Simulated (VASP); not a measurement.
# Al3Ru (P6/mmm) in VASP: single point with PBE

Aim: the single point of Al3Ru with PBE.

Program: VASP 6.6.1. These are calculated values, not measurements. Logs are shortened: lines on timing, memory, paths and dates and some standing lists are left out, and cuts for length are marked.

## (1) The cell of the first run

It takes space group P6/mmm (No. 191, hexagonal). The conventional cell has a = 2.738 Å, b = 2.738 Å, c = 10.481 Å, α = 90.00°, β = 90.00°, γ = 120.00°. Within 3.3 Å of Al (site symmetry 6mm) lie 1 Ru at 2.50 Å and 7 Al at 2.74 Å. Within 3.6 Å of Al (site symmetry 6/mmm) lie 8 Al at 2.74 Å. Within 3.3 Å of Ru (site symmetry 6/mmm) lie 2 Al at 2.50 Å and 6 Ru at 2.74 Å.

The cell was generated, and may not be a known phase.

## (2) Single point, PBE, collinear spin, ferromagnetic start

Input file INCAR:

```
SYSTEM = Al3Ru
PREC     = Accurate       ! precision mode
ENCUT    = 560            ! plane-wave cutoff, eV
EDIFF    = 1E-6           ! SCF threshold, eV
ISMEAR   = 0              ! smearing method
SIGMA    = 0.1            ! smearing width, eV
LREAL    = .False.        ! projectors in reciprocal space
LASPH    = .True.         ! aspherical terms in the spheres
NELM     = 200            ! most SCF steps
ALGO     = Normal         ! electronic algorithm
ISIF     = 2              ! what is computed and relaxed
LWAVE    = .False.        ! write WAVECAR
LCHARG   = .False.        ! write CHGCAR
ISPIN    = 2              ! spin polarisation
MAGMOM   = 0 0 0 1        ! initial moments
LORBIT   = 11             ! projections on sites
LMAXMIX  = 4              ! l up to which the mixer works
GGA      = PE             ! functional
NBANDS   = 24             ! bands
GGA_COMPAT= .False.
```

Input file KPOINTS:

```
regular mesh
0
Gamma
  6 6 2
  0 0 0
```

Input file POSCAR:

```
Al3Ru
1.0
    2.7379011092      0.0000000000      0.0000000000
   -1.3689505546      2.3710919136      0.0000000000
    0.0000000000      0.0000000000     10.4812850275
Al Ru
3 1
Direct
    0.0000000000      0.0000000000      0.2383564181
    0.0000000000      0.0000000000      0.7616435819
    0.0000000000      0.0000000000      0.5000000000
    0.0000000000      0.0000000000      0.0000000000
```

Potentials or basis: VASP PAW PBE potentials, release 64 (Al, Ru_sv).

Run with:

```
cat potpaw_PBE.64/Al/POTCAR potpaw_PBE.64/Ru_sv/POTCAR > POTCAR
mpirun -np 1 vasp_std > vasp.out
```

OUTCAR:

```text
SYSTEM = Al3Ru
   PREC = Accurate
   ENCUT = 560
   EDIFF = 1E-6
   ISMEAR = 0
   LREAL = .False.
   LASPH = .True.
   NELM = 200
   ISIF = 2
   ISPIN = 2
   LORBIT = 11
   GGA = PE

 ion  position               nearest neighbor table
   1  0.000  0.000  0.238-   4 2.50   3 2.74
   2  0.000  0.000  0.762-   4 2.50   3 2.74
   3  0.000  0.000  0.500-   1 2.74   2 2.74
   4  0.000  0.000  0.000-   1 2.50   2 2.50

  LATTYP: Found a hexagonal cell.
 ALAT       =     2.7379011092
 C/A-ratio  =     3.8282189931

  Lattice vectors:

 A1 = (   2.7379011092,   0.0000000000,   0.0000000000)
 A2 = (  -1.3689505546,   2.3710919136,   0.0000000000)
 A3 = (   0.0000000000,   0.0000000000,  10.4812850275)

Analysis of symmetry for initial positions (statically):
=====================================================================
 Subroutine PRICEL returns:
 Original cell was already a primitive cell.

 Routine SETGRP: Setting up the symmetry group for a
 hexagonal supercell.

 Subroutine GETGRP returns: Found 24 space group operations
 (whereof 24 operations were pure point group operations)
 out of a pool of 24 trial point group operations.

The static configuration has the point symmetry D_6h.

Analysis of symmetry for dynamics (positions and initial velocities):
=====================================================================
 Subroutine PRICEL returns:
 Original cell was already a primitive cell.

 Routine SETGRP: Setting up the symmetry group for a
 hexagonal supercell.

 Subroutine GETGRP returns: Found 24 space group operations
 (whereof 24 operations were pure point group operations)
 out of a pool of 24 trial point group operations.

The dynamic configuration has the point symmetry D_6h.

Analysis of structural, dynamic, and magnetic symmetry:
=====================================================================
 Subroutine PRICEL returns:
 Original cell was already a primitive cell.

 Routine SETGRP: Setting up the symmetry group for a
 hexagonal supercell.

 Subroutine GETGRP returns: Found 24 space group operations
 (whereof 24 operations were pure point group operations)
 out of a pool of 24 trial point group operations.

The overall configuration has the point symmetry D_6h.

 Subroutine INISYM returns: Found 24 space group operations
 (whereof 24 operations are pure point group operations),
 and found     1 'primitive' translations

----------------------------------------------------------------------------------------

                                     Primitive cell

  volume of cell :      68.0426

  direct lattice vectors                    reciprocal lattice vectors
     2.737901109  0.000000000  0.000000000     0.365243287  0.210873310  0.000000000
    -1.368950555  2.371091914  0.000000000     0.000000000  0.421746620  0.000000000
     0.000000000  0.000000000 10.481285028     0.000000000  0.000000000  0.095408149

  length of vectors
     2.737901109  2.737901109 10.481285028     0.421746620  0.421746620  0.095408149

  position of ions in fractional coordinates (direct lattice)
     0.000000000  0.000000000  0.238356418
     0.000000000  0.000000000  0.761643582
     0.000000000  0.000000000  0.500000000
     0.000000000  0.000000000  0.000000000

  ion indices of the primitive-cell ions
   primitive index   ion index
                 1           1
                 2           2
                 3           3
                 4           4

----------------------------------------------------------------------------------------

 KPOINTS: regular mesh

Automatic generation of k-mesh.
 Grid dimensions read from file:
 generate k-points for:    6    6    2

 Generating k-lattice:

  Cartesian coordinates                     Fractional coordinates (reciprocal lattice)
     0.060873881  0.035145552  0.000000000     0.166666667  0.000000000  0.000000000
     0.000000000  0.070291103  0.000000000     0.000000000  0.166666667  0.000000000
     0.000000000  0.000000000  0.047704074     0.000000000  0.000000000  0.500000000

  Length of vectors
     0.070291103  0.070291103  0.047704074

  Shift w.r.t. Gamma in fractional coordinates (k-lattice)
     0.000000000  0.000000000  0.000000000

 Subroutine IBZKPT returns following result:
 ===========================================

 Found     14 irreducible k-points:

 Following reciprocal coordinates:
            Coordinates               Weight
  0.000000  0.000000  0.000000      1.000000
  0.166667  0.000000  0.000000      6.000000
  0.333333  0.000000  0.000000      6.000000
  0.500000  0.000000  0.000000      3.000000
  0.166667  0.166667  0.000000      6.000000
  0.333333  0.166667  0.000000     12.000000
  0.333333  0.333333  0.000000      2.000000
  0.000000  0.000000  0.500000      1.000000
  0.166667  0.000000  0.500000      6.000000
  0.333333  0.000000  0.500000      6.000000
  0.500000  0.000000  0.500000      3.000000
  0.166667  0.166667  0.500000      6.000000
  0.333333  0.166667  0.500000     12.000000
  0.333333  0.333333  0.500000      2.000000
   k-points           NKPTS =     14   k-points in BZ     NKDIM =     14   number of bands    NBANDS=     24
   number of dos      NEDOS =    301   number of ions     NIONS =      4
   total plane-waves  NPLWV =  48384
   dimension x,y,z NGX =    24 NGY =   24 NGZ =   84
   dimension x,y,z NGXF=    48 NGYF=   48 NGZF=  168
   ions per type =               3   1
   NGX,Y,Z   is equivalent  to a cutoff of  14.57, 14.57, 13.32 a.u.
   NGXF,Y,Z  is equivalent  to a cutoff of  29.15, 29.15, 26.65 a.u.
 SYSTEM =  Al3Ru
   PREC   = accura    normal or accurate (medium, high low for compatibility)
   ISTART =      0    job   : 0-new  1-cont  2-samecut
   ICHARG =      2    charge: 1-file 2-atom 10-const
   ISPIN  =      2    spin polarized calculation?
   LNONCOLLINEAR =      F non collinear calculations
   LSORBIT =      F    spin-orbit coupling
   LASPH  =      T    aspherical Exc in radial PAW
   ENCUT  =  560.0 eV  41.16 Ry    6.42 a.u.   5.28  5.28 20.22*2*pi/ulx,y,z
   NELM   =    200;   NELMIN=  2; NELMDL= -5     # of ELM steps
   EDIFF  = 0.1E-05   stopping-criterion for ELM
   LREAL  =      F    real-space projection
   EDIFFG = 0.1E-04   stopping-criterion for IOM
   NSW    =      0    number of steps for IOM
   IBRION =     -1    ionic relax: 0-MD 1-quasi-New 2-CG
   NFREE  =      0    steps in history (QN), initial steepest desc. (CG)
   ISIF   =      2    stress and relaxation
   ISYM   =      2    0-nonsym 1-usesym 2-fastsym
   POTIM  = 0.5000    time-step for ionic-motion
   TEBEG  =    0.0;   TEEND  =   0.0 temperature during run
   PSTRESS=    0.0 pullay stress
   NELECT =      25.0000    total number of electrons
   NUPDOWN=      -1.0000    fix difference up-down
   EMIN   =  10.00;   EMAX   =-10.00  energy-range for DOS
   EFERMI =   0.00;   METHOD = LEGACY
   ISMEAR =     0;   SIGMA  =   0.10  broadening in eV -4-tet -1-fermi 0-gaus
   EFERMI_NEDOS =   21; number of points for ismear=-14 and -15
   IALGO  =     38    algorithm
   IMIX   =      4    mixing-type and parameters
     AMIX     =   0.40;   BMIX     =  1.00
     AMIX_MAG =   1.60;   BMIX_MAG =  1.00
  volume/ion in A,a.u.               =      17.01       114.79
  Fermi-wavevector in a.u.,A,eV,Ry     =   1.172541  2.215781 18.705994  1.374852
  Thomas-Fermi vector in A             =   2.308968
   LORBIT       =     11    0 simple, 1 ext, 2 COOP (PROOUT), +10 PAW based schemes
   GGA     = PE    functional components
   LHFCALC =     F    Hartree Fock is set to
   AEXX    =    0.0000 exact exchange contribution
   IVDW    =     0    specifies the selected vdW correction
   LEPSILON=     F    determine dielectric tensor
   LRPA    =     F    only Hartree local field effects (RPA)
 spin polarized calculation
 Gauss-broadening in eV      SIGMA  =   0.10
  energy-cutoff  :      560.00
  volume of cell :       68.04
 maximum number of plane-waves:      2076
 NGX is ok and might be reduce to    24
   NGX = 11   NGY = 11   NGZ = 41

 number of electron      24.9999998 magnetization       0.3314515

 Free energy of the ion-electron system (eV)
  ---------------------------------------------------
  ext. energy  EPLUGINS =         0.00000000
  ---------------------------------------------------
  free energy    TOTEN  =       -19.04485625 eV

  energy without entropy =      -19.02410964  energy(sigma->0) =      -19.03448295

 E-fermi :   8.1644     XC(G=0): -10.7172

 val. band max:        8.1408425110   @ k =   0.3333   0.0000   0.0000
 cond. band min:       8.1681875567   @ k =   0.3333   0.3333   0.0000
 fundamental gap:      0.0273450457
 Fermi energy:         8.1644323626

 spin component 1

 k-point     1 :       0.0000    0.0000    0.0000
  band No.  band energies     occupation
      1     -64.2801      1.00000
      2     -34.2190      1.00000
      3     -33.9584      1.00000
      4     -33.9584      1.00000
      5      -1.8731      1.00000
      6      -0.8174      1.00000
[... 367 lines left out ...]
     23      17.3926      0.00000
     24      17.3926      0.00000
 Fermi energy:         8.1644323626

 spin component 2

 k-point     1 :       0.0000    0.0000    0.0000
  band No.  band energies     occupation
      1     -64.0833      1.00000
      2     -33.9724      1.00000
      3     -33.7687      1.00000
      4     -33.7687      1.00000
      5      -1.8548      1.00000
      6      -0.8004      1.00000
[... 367 lines left out ...]
     23      17.4304      0.00000
     24      17.4304      0.00000

------------------------ aborting loop because EDIFF is reached ----------------------------------------

  FORCE on cell =-STRESS in cart. coord.  units (eV):
  Direction    XX          YY          ZZ          XY          YZ          ZX
  --------------------------------------------------------------------------------------
  -------------------------------------------------------------------------------------
  Total        0.0920660      0.0920660      0.3319871      0.0000000     -0.0000000     -0.0000000
  in kB        2.1678498      2.1678498      7.8171976      0.0000000     -0.0000000     -0.0000000
  external PRESSURE =       4.0509657 kB  Pullay stress =       0.0000000 kB

 VOLUME and BASIS-vectors are now :
 -----------------------------------------------------------------------------
  energy-cutoff  :      560.00
  volume of cell :       68.04
      direct lattice vectors                 reciprocal lattice vectors
     2.737901109  0.000000000  0.000000000     0.365243287  0.210873310  0.000000000
    -1.368950555  2.371091914  0.000000000     0.000000000  0.421746620  0.000000000
     0.000000000  0.000000000 10.481285028     0.000000000  0.000000000  0.095408149

 POSITION                                       TOTAL-FORCE (eV/Angst)
 -----------------------------------------------------------------------------------
      0.00000      0.00000      2.49828        -0.000000     -0.000000      0.015201
      0.00000      0.00000      7.98300         0.000000      0.000000     -0.015201
      0.00000      0.00000      5.24064         0.000000     -0.000000      0.000000
      0.00000      0.00000      0.00000         0.000000     -0.000000      0.000000
 -----------------------------------------------------------------------------------
    total drift:                                0.000000      0.000000     -0.000000

  FREE ENERGIE OF THE ION-ELECTRON SYSTEM (eV)
  ---------------------------------------------------
  free  energy   TOTEN  =       -19.0448562526 eV

  energy  without entropy=      -19.0241096404  energy(sigma->0) =      -19.03448295

 total charge

# of ion       s       p       d       tot
------------------------------------------
    1        0.456   0.344   0.000   0.800
    2        0.456   0.344   0.000   0.800
    3        0.469   0.333   0.000   0.802
    4        2.202   6.034   5.386  13.622
--------------------------------------------------
tot          3.583   7.054   5.386  16.024

 magnetization (x)

# of ion       s       p       d       tot
------------------------------------------
    1        0.001   0.003   0.000   0.004
    2        0.001   0.003   0.000   0.004
    3        0.000   0.003   0.000   0.003
    4        0.003   0.003   0.253   0.259
--------------------------------------------------
tot          0.005   0.011   0.253   0.269
```

Wall time 31 s (1 thread of Intel Xeon 6975P-C (Granite Rapids), shared host); peak memory 0.25 GiB.

What came out:

```
Free energy                                           : -19.0449 eV
Pressure                                              : 0.4 GPa
Largest force                                         : 0.015 eV/Å
Net moment                                            : 0.33 μB per cell
Site moments                                          : Al +0.00; Ru +0.26 μB
Valence electrons inside the program's atomic spheres : Al 0.80; Ru 13.62
```

Forces on the atoms (eV/Å):
```
Al   0.000  0.000  0.015
Al   0.000  0.000 -0.015
Al   0.000  0.000  0.000
Ru   0.000  0.000  0.000
```

Stress tensor (GPa, compression positive):
```
0.22 0.00 0.00
0.00 0.22 0.00
0.00 0.00 0.78
```

Levels at points of the mesh, in eV from the Fermi level:
Spin up:
```tsv
k point	band 10	band 11	band 12	band 13	band 14	band 15
(0.00, 0.00, 0.00)	-2.71	-1.60	-1.60	0.40	0.40	2.59
(0.50, 0.00, 0.00)	-2.33	-1.69	-1.56	-0.35	1.61	1.75
(0.00, 0.00, 0.50)	-1.60	-1.60	-1.08	0.40	0.40	0.45
(0.50, 0.00, 0.50)	-2.99	-0.74	-0.47	-0.41	-0.35	1.80
```
Spin down:
```tsv
k point	band 8	band 9	band 10	band 11	band 12	band 13	band 14	band 15	band 16	band 17
(0.00, 0.00, 0.00)	-4.68	-3.79	-2.65	-1.46	-1.46	0.71	0.71	2.63	4.28	11.33
(0.50, 0.00, 0.00)	-3.61	-2.35	-2.27	-1.68	-1.45	-0.06	1.65	1.78	2.17	2.91
(0.00, 0.00, 0.50)	-5.46	-4.01	-1.46	-1.46	-1.05	0.51	0.71	0.71	6.71	8.70
(0.50, 0.00, 0.50)	-3.32	-3.03	-2.92	-0.69	-0.45	-0.33	-0.06	1.84	2.17	3.84
```

Caveat: the k points lie up to 0.44 Å⁻¹ apart; a moment this small can come from the mesh or the smearing.
